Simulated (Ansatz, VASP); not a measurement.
**MoS2 in VASP and in Ansatz**

```
CELL_PARAMETERS angstrom
0.00000 2.99595 2.99595
2.99595 0.00000 2.99595
2.99595 2.99595 0.00000
ATOMIC_POSITIONS crystal
Mo 0.00000 0.00000 0.00000
S 0.25000 0.25000 0.25000
S 0.75000 0.75000 0.75000
```

Alike in both runs: task single point; functional PBE; k mesh 6 × 6 × 6; occupations gaussian, width 0.05 eV; collinear spin; Hubbard terms Mo d U = 6.0 eV, J = 0.7 eV.

```csv
,VASP,Ansatz
version,VASP 6.6.1,Ansatz 0.2.0
potentials or method,"VASP PAW PBE potentials, release 64 (Mo_sv, S), cutoff 520 eV","scalar-relativistic, plane waves, PAW"
valence electrons in the cell,26,26
```

Ansatz gave:

| Item | Value |
| --- | --- |
| pressure (GPa) | 4.2 |
| net moment per atom (μB) | 0.67 |
| size of the moment on the site where the two differ most (μB) | 1.89 |

Task: Estimate VASP's values.

Result: Pressure (GPa): 5.3; net moment per atom (μB): 0.66; size of the moment on the site where the two differ most (μB): 2.04.

Site moments also hang on the region over which each program counts them. The programs project onto different local orbitals, so the same U acts differently, and such runs can settle in different states. Ansatz's warnings: filled band counts differ across k points.
